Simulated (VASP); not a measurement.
A run of VASP 6.6.1 is set up as follows.

The input INCAR:

```
  PREC = Accurate
  ENCUT = 520
  EDIFF = 1E-6
  ISMEAR = 0
  SIGMA = 0.15
  LREAL = False
  LASPH = True
  NELM = 100
  ALGO = Fast
  ISIF = 2
  LWAVE = False
  LCHARG = True
  GGA = PS
  LELF = True
  LVHAR = True
  NBANDS = 14
```

Contents of KPOINTS:

```
Automatic mesh
0
Gamma
  12 12 10
```

The input POSCAR:

```
Na
1.0
    0.0000000000     -3.7271439106      0.0000000000
   -3.7271439106      0.0000000000      0.0000000000
    0.0000000000      0.0000000000     -5.2241838134
Na
2
Direct
    0.5000000000      0.6642007968      0.5604879176
    0.0000000000     -0.1642007968     -0.0604879176
```

Potentials or basis: VASP PAW PBE potentials, release 64 (Na_pv).

Run with:

```sh
$ cat potpaw_PBE.64/Na_pv/POTCAR > POTCAR
$ mpirun -np 1 vasp_std > vasp.out
```

Problem. Estimate the largest force.

Solution. 0.944 eV/Å.

Problem. Predict the pressure.

Solution. 1.5 GPa.

Forces on the atoms (eV/Å):
```
Na   0.341  0.000  0.880
Na  -0.341  0.000 -0.880
```

Caveat: the cell differs from its parent crystal (atoms displaced along several vibrational modes); the PAW data sets were made with another functional, which shifts forces and pressure a little.
